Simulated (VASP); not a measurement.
# CdS (P6_3mc) in VASP: elastic constants with PBEsol

Aim: the elastic constants of CdS with PBEsol.

Everything below comes from runs of VASP 6.6.1. Logs are shortened: lines on timing, memory, paths and dates and some standing lists are left out, and cuts for length are marked.

## (1) The cell of the first run

The structure is hexagonal, space group P6_3mc (No. 186). The conventional cell has a = 4.124 Å, b = 4.124 Å, c = 6.710 Å, α = 90.00°, β = 90.00°, γ = 120.00°. Cd (site symmetry 3m) has 4 S at 2.52 to 2.53 Å within 3.3 Å. Within 3.3 Å of S (site symmetry 3m) lie 4 Cd at 2.52 to 2.53 Å.

## (2) Elastic constants, PBEsol

The input, INCAR:

```
PREC     = Accurate       # precision mode
ENCUT    = 600            # plane-wave cutoff, eV
EDIFF    = 1E-8           # SCF threshold, eV
ISMEAR   = 0              # smearing method
SIGMA    = 0.01           # smearing width, eV
LREAL    = False          # projectors in reciprocal space
LASPH    = True           # aspherical terms in the spheres
NELM     = 60             # most SCF steps
ALGO     = Normal         # electronic algorithm
ISIF     = 3              # what is computed and relaxed
LWAVE    = False          # write WAVECAR
LCHARG   = False          # write CHGCAR
GGA      = PS             # functional
IBRION   = 6              # ionic algorithm
NFREE    = 2            
POTIM    = 0.015          # step
NSW      = 1              # ionic steps
```

The input, KPOINTS:

```
Automatic mesh
0
Gamma
  6 6 4
```

The input, POSCAR:

```
CdS
1.0
    4.1238575837      0.0000000000      0.0000000000
   -2.0619287918      3.5713654290      0.0000000000
    0.0000000000      0.0000000000      6.7096908727
Cd S
2 2
Direct
    0.3333333333      0.6666666667     -0.0007769969
    0.6666666667      0.3333333333      0.4992230031
    0.3333333333      0.6666666667      0.3757769969
    0.6666666667      0.3333333333      0.8757769969
```

Potentials or basis: VASP PAW PBE potentials, release 64 (Cd, S).

Command:

```console
cat potpaw_PBE.64/Cd/POTCAR potpaw_PBE.64/S/POTCAR > POTCAR
mpirun -np 1 vasp_std > vasp.out
```

OUTCAR:

```text
PREC = Accurate
   ENCUT = 600
   EDIFF = 1E-8
   ISMEAR = 0
   LREAL = False
   LASPH = True
   NELM = 60
   ISIF = 3
   GGA = PS
   IBRION = 6
   NFREE = 2
   POTIM = 0.015
   NSW = 1

 ion  position               nearest neighbor table
   1  0.333  0.667  0.999-   4 2.52   4 2.52   4 2.52   3 2.53
   2  0.667  0.333  0.499-   3 2.52   3 2.52   3 2.52   4 2.53
   3  0.333  0.667  0.376-   2 2.52   2 2.52   2 2.52   1 2.53
   4  0.667  0.333  0.876-   1 2.52   1 2.52   1 2.52   2 2.53

  LATTYP: Found a hexagonal cell.
 ALAT       =     4.1238575837
 C/A-ratio  =     1.6270423351

  Lattice vectors:

 A1 = (   4.1238575837,   0.0000000000,   0.0000000000)
 A2 = (  -2.0619287918,   3.5713654290,   0.0000000000)
 A3 = (   0.0000000000,   0.0000000000,   6.7096908727)

Analysis of symmetry for initial positions (statically):
=====================================================================
 Subroutine PRICEL returns:
 Original cell was already a primitive cell.

 Routine SETGRP: Setting up the symmetry group for a
 hexagonal supercell.

 Subroutine GETGRP returns: Found 12 space group operations
 (whereof  6 operations were pure point group operations)
 out of a pool of 24 trial point group operations.

The static configuration has the point symmetry C_3v.
 The point group associated with its full space group is C_6v.

Analysis of symmetry for dynamics (positions and initial velocities):
=====================================================================
 Subroutine PRICEL returns:
 Original cell was already a primitive cell.

 Routine SETGRP: Setting up the symmetry group for a
 hexagonal supercell.

 Subroutine GETGRP returns: Found 12 space group operations
 (whereof  6 operations were pure point group operations)
 out of a pool of 24 trial point group operations.

The dynamic configuration has the point symmetry C_3v.
[... 342 lines left out ...]
 number of electron      36.0000002 magnetization

 Free energy of the ion-electron system (eV)
  ---------------------------------------------------
  ext. energy  EPLUGINS =         0.00000000
  ---------------------------------------------------
  free energy    TOTEN  =       -13.62957938 eV

  energy without entropy =      -13.62957938  energy(sigma->0) =      -13.62957938

 E-fermi :   1.3448     XC(G=0):  -9.3895

 val. band max:        1.2483229674   @ k =   0.0000   0.0000   0.0000
 cond. band min:       2.3426750125   @ k =   0.0000   0.0000   0.0000
 fundamental gap:      1.0943520452
 Fermi energy:         1.3448169569

 k-point     1 :       0.0000    0.0000    0.0000
  band No.  band energies     occupation
      1     -11.1669      2.00000
      2     -10.7155      2.00000
      3      -6.4852      2.00000
      4      -6.4684      2.00000
      5      -6.4684      2.00000
      6      -6.3796      2.00000
[... 620 lines left out ...]
  FREE ENERGIE OF THE ION-ELECTRON SYSTEM (eV)
  ---------------------------------------------------
  free  energy   TOTEN  =       -13.6295793768 eV

  energy  without entropy=      -13.6295793768  energy(sigma->0) =      -13.62957938

 INTERNAL STRAIN TENSORS FROM STRAINED CELLS
 ============================================

 INTERNAL STRAIN TENSOR FOR ION    1 for displacements in x,y,z  (eV/Angst):
          X           Y           Z          XY          YZ          ZX
  --------------------------------------------------------------------------------
  x    -0.00000     0.00000    -0.00000    -5.65420    -0.00000    -4.05449
  y    -5.67361     5.68224    -0.00000     0.00000    -4.05438    -0.00003
  z    -4.01069    -4.01469     7.79826     0.00036     0.00397    -0.00002

 INTERNAL STRAIN TENSORS FROM DISPLACED ATOMS
 ============================================

 INTERNAL STRAIN TENSOR FOR ION    1 for displacements in x,y,z  (eV/Angst):
          X           Y           Z          XY          YZ          ZX
  --------------------------------------------------------------------------------
  x    -0.00000     0.00000     0.00000    -5.64418    -0.00000    -4.06733
  y    -5.64418     5.64418    -0.00000     0.00000    -4.06733    -0.00000
  z    -3.98900    -3.98900     7.75476    -0.00000    -0.00000     0.00000

 INTERNAL STRAIN TENSOR FOR ION    4 for displacements in x,y,z  (eV/Angst):
          X           Y           Z          XY          YZ          ZX
  --------------------------------------------------------------------------------
  x     0.00000    -0.00000     0.00000     6.91641     0.00000     4.05566
  y     6.91641    -6.91641    -0.00000    -0.00000     4.05566     0.00000
  z     3.99361     3.99361    -7.75037     0.00000     0.00000     0.00000

 Eigenvectors and eigenvalues of the dynamical matrix
 ----------------------------------------------------

   1 f  =    8.937085 THz    56.153362 2PiTHz  298.109074 cm-1    36.960798 meV
             X         Y         Z           dx          dy          dz
     -0.000000  2.380910  6.704477    -0.000000    0.000000    0.122082
      2.061929  1.190455  3.349632     0.000000   -0.000000   -0.122082
     -0.000000  2.380910  2.521347    -0.000000    0.000000   -0.696488
      2.061929  1.190455  5.876193     0.000000   -0.000000    0.696488
[... 71 lines left out ...]
  12 f/i=    0.003348 THz     0.021038 2PiTHz    0.111688 cm-1     0.013848 meV
             X         Y         Z           dx          dy          dz
     -0.000000  2.380910  6.704477    -0.000000    0.000000    0.623560
      2.061929  1.190455  3.349632    -0.000000    0.000000    0.623560
     -0.000000  2.380910  2.521347    -0.000000    0.000000    0.333426
      2.061929  1.190455  5.876193    -0.000000    0.000000    0.333426

--------------------------------------------------------------------------------------------------------

 ELASTIC MODULI CONTR FROM IONIC RELAXATION (kBar)
 Direction    XX          YY          ZZ          XY          YZ          ZX
 --------------------------------------------------------------------------------
 XX        -351.7441    142.8975    202.8281     -0.0000      0.0000     -0.0000
 YY         142.8975   -351.7441    202.8281     -0.0000     -0.0000      0.0000
 ZZ         202.8281    202.8281   -393.9660      0.0000      0.0000     -0.0000
 XY          -0.0000     -0.0000      0.0000   -247.3208     -0.0000      0.0000
 YZ           0.0000      0.0000      0.0000     -0.0000   -101.5302     -0.0000
 ZX          -0.0000      0.0000     -0.0000     -0.0000     -0.0000   -101.5301
 --------------------------------------------------------------------------------

 TOTAL ELASTIC MODULI (kBar)
 Direction    XX          YY          ZZ          XY          YZ          ZX
 --------------------------------------------------------------------------------
 XX         867.8056    539.9906    465.4708      0.0000      0.0000     -0.0000
 YY         539.9906    867.8056    465.4708      0.0000     -0.0000      0.0000
 ZZ         465.4708    465.4708    961.3710      0.0000      0.0000     -0.0000
 XY           0.0000      0.0000      0.0000    163.9075     -0.0000      0.0000
 YZ           0.0000      0.0000      0.0000     -0.0000    146.8763      0.0000
 ZX          -0.0000      0.0000     -0.0000     -0.0000      0.0000    146.8763
 --------------------------------------------------------------------------------
```

OSZICAR:

```text
N       E                     dE             d eps       ncg     rms          rms(c)
DAV:   1     0.269727014475E+03    0.26973E+03   -0.19247E+04   924   0.169E+03
DAV:   2     0.163287046325E+01   -0.26809E+03   -0.26052E+03  1014   0.378E+02
DAV:   3    -0.144379852292E+02   -0.16071E+02   -0.16018E+02  1134   0.918E+01
[... 287 lines left out ...]
DAV:   6    -0.136295795688E+02   -0.15918E-06   -0.32140E-06  1260   0.176E-02    0.112E-02
DAV:   7    -0.136295794206E+02    0.14824E-06   -0.38004E-07  1258   0.404E-03    0.545E-03
DAV:   8    -0.136295793815E+02    0.39109E-07   -0.49753E-07  1146   0.430E-03    0.133E-03
DAV:   9    -0.136295793754E+02    0.60627E-08   -0.10653E-07  1122   0.272E-03    0.491E-04
DAV:  10    -0.136295793768E+02   -0.13347E-08   -0.65005E-09   564   0.529E-04
  21 F= -.13629579E+02 E0= -.13629579E+02  d E =-.286098E-44
```

stdout:

```text
POSCAR found type information on POSCAR CdS
 POSCAR found :  2 types and       4 ions
 scaLAPACK will be used
 -----------------------------------------------------------------------------
|                                                                             |
|                                                                             |
|     You enforced a specific xc type in the INCAR file but a different       |
|     I HOPE YOU KNOW WHAT YOU ARE DOING!                                     |
[... 40 lines left out ...]
 Finite differences progress:
 bond charge predicted
 Finite differences progress:
 bond charge predicted
 Finite differences progress:
 bond charge predicted
 Finite differences progress:
 bond charge predicted
 Finite differences progress:
 bond charge predicted
 Finite differences progress:
 bond charge predicted
 Finite differences progress:
```

Wall time 32 min (1 thread of Intel Xeon 8259CL, shared host); peak memory 0.44 GiB.

What came out:

- Voigt bulk modulus: 63 GPa
- Highest phonon frequency at Γ, LO-TO splitting left out: 298 cm⁻¹

Phonon frequencies in cm⁻¹ (negative: imaginary):
```tsv
q point	frequencies
(0.000, 0.000, 0.000)	0 0 0 40 40 134 232 240 240 253 253 298
```

Elastic tensor in Voigt notation (GPa, in the Cartesian axes of the cell as first typed):
```
87 54 47  0  0  0
54 87 47  0  0  0
47 47 96  0  0  0
 0  0  0 15  0  0
 0  0  0  0 15  0
 0  0  0  0  0 16
```

Clamped-ion elastic tensor (GPa):
```
122  40  26   0   0   0
 40 122  26   0   0   0
 26  26 136   0   0   0
  0   0   0  25   0   0
  0   0   0   0  25   0
  0   0   0   0   0  41
```

Caveat: the PAW data sets were made with another functional, which shifts forces and pressure a little.
